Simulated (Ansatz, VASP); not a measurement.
One calculation of NbAsO5, two programs

The input POSCAR:

```
NbAsO5
1.0
    3.6497945437      0.0000000000      0.0000000000
    0.0000000000      3.6497945437      0.0000000000
    0.0000000000      0.0000000000      5.0051723256
Nb As O
1 1 5
Direct
    0.0000000000      0.0000000000      0.5000000000
    0.5000000000      0.5000000000      0.0000000000
    0.0000000000      0.0000000000      0.0000000000
    0.5000000000      0.0000000000      0.7134223387
    0.0000000000      0.5000000000      0.7134223387
    0.5000000000      0.0000000000      0.2865776613
    0.0000000000      0.5000000000      0.2865776613
```

INCAR.step1

```
SYSTEM = NbAsO5
ALGO = Normal
EDIFF = 1E-4
ENCUT = 520
GGA = PE
ISMEAR = -1
LASPH = .TRUE.
LCHARG = .FALSE.
LREAL = .FALSE.
LWAVE = .TRUE.
NBANDS = 33
NELM = 80
PREC = Accurate
SIGMA = 0.03
```

File INCAR.step2:

```
SYSTEM = NbAsO5
ALGO = Normal
BPARAM = 11.95
CPARAM = 0.0093
EDIFF = 1E-6
ENCUT = 520
ISIF = 2
ISMEAR = -1
ISTART = 1
IVDW_NL = 2
LASPH = .TRUE.
LCHARG = .FALSE.
LMIXTAU = .TRUE.
LREAL = .FALSE.
LUSE_VDW = .TRUE.
LWAVE = .FALSE.
METAGGA = R2SCAN
NBANDS = 33
NELM = 80
PREC = Accurate
SIGMA = 0.03
```

KPOINTS

```
k-points
0
G
  8 8 6
  0 0 0
```

Input for Ansatz:

```yaml
crystal:
  lattice:
    - [3.6497945437, 0.0, 0.0]
    - [0.0, 3.6497945437, 0.0]
    - [0.0, 0.0, 5.0051723256]
  atoms:
    - { symbol: Nb, position: [0.0, 0.0, 0.5] }
    - { symbol: As, position: [0.5, 0.5, 0.0] }
    - { symbol: O, position: [0.0, 0.0, 0.0] }
    - { symbol: O, position: [0.5, 0.0, 0.7134223387] }
    - { symbol: O, position: [0.0, 0.5, 0.7134223387] }
    - { symbol: O, position: [0.5, 0.0, 0.2865776613] }
    - { symbol: O, position: [0.0, 0.5, 0.2865776613] }
kpoints:
  mp_grid: { grid: [8, 8, 6] }
  band_path:
    path:
      - [0.0, 0.0, 0.0]
      - [0.0, 0.5, 0.0]
      - [0.5, 0.5, 0.0]
      - [0.0, 0.0, 0.5]
      - [0.0, 0.5, 0.5]
      - [0.5, 0.5, 0.5]
    npoints: 1
hamiltonian:
  xc: r2scan
  dispersion: rvv10
scf:
  occupations: { method: fermi_dirac, width: 0.03 }
  n_extra_bands: 5
output:
  forces: true
  stress: true
  eigenvalues: true
  write_density: true
  write_potential: true
  elf: true
  volumetric_format: npy
```

Alike in both runs: task single point; functional r2SCAN; dispersion rVV10; k mesh 8 × 8 × 6; occupations fermi-dirac, width 0.03 eV; no spin polarisation.

|  | VASP | Ansatz |
| --- | --- | --- |
| version | VASP 6.6.1 | Ansatz 0.2.0 |
| potentials or method | VASP PAW PBE potentials, release 64 (Nb_sv, As, O) | plane waves, PAW |
| plane-wave cutoff (eV) | 520 | 500 |
| valence electrons in the cell | 48 | 58 |

Ansatz gave:

| Property | Result |
| --- | --- |
| pressure (GPa) | 0.0 |
| traceless stress, the component that is largest in VASP (GPa) | 0.18 |
| rms of the force components (eV/Å) | 0.001 |

Which values does VASP return?

Pressure (GPa): -0.1; traceless stress, the component that is largest in VASP (GPa): 0.12; rms of the force components (eV/Å): 0.011.

VASP's potentials were made for PBE, not for r2SCAN. Atom by atom the forces differ by 0.012 eV/Å (rms over components). VASP's potentials hold 48 valence electrons a cell and Ansatz's 58, so a difference there can come from the potentials and not from the codes.
